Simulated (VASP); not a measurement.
The system is Ge.

```
Ge
1.0
    -2.54485    2.70285    1.46513
     2.54485   -2.70285    1.46513
     2.54485    2.70285   -1.46513
Ge
2
Direct
  0.31406 0.06406 0.25000
  0.68594 0.93594 0.75000
```

Base run:

| Item | Value |
| --- | --- |
| Program | VASP 6.6.1 |
| Functional | r2SCAN |
| Potentials or basis | VASP PAW PBE potentials, release 64 (Ge_d) |
| Cutoff | 520 eV |
| k mesh | 11 × 11 × 11 |
| Occupations | fermi-dirac, width 0.05 eV |
| Spin | no spin polarisation |

Its results: band gap on the k mesh zero (band 14 reaches 7.78 eV, above the bottom of band 15 at 2.77 eV); pressure -5.0 GPa; largest force 0.105 eV/Å.

The run is repeated on the same cell with these changes: functional from r2SCAN to PBEsol; further incar settings from ALGO = Normal; EDIFF = 1e-07; NBANDS = 21 to ALGO = Normal; EDIFF = 1e-06; NBANDS = 21. What comes out?

Band gap on the k mesh zero (band 14 reaches 7.65 eV, above the bottom of band 15 at 2.88 eV); pressure -6.0 GPa; largest force 0.061 eV/Å.

Caveats: the PAW data sets were made with another functional, which shifts forces and pressure a little.
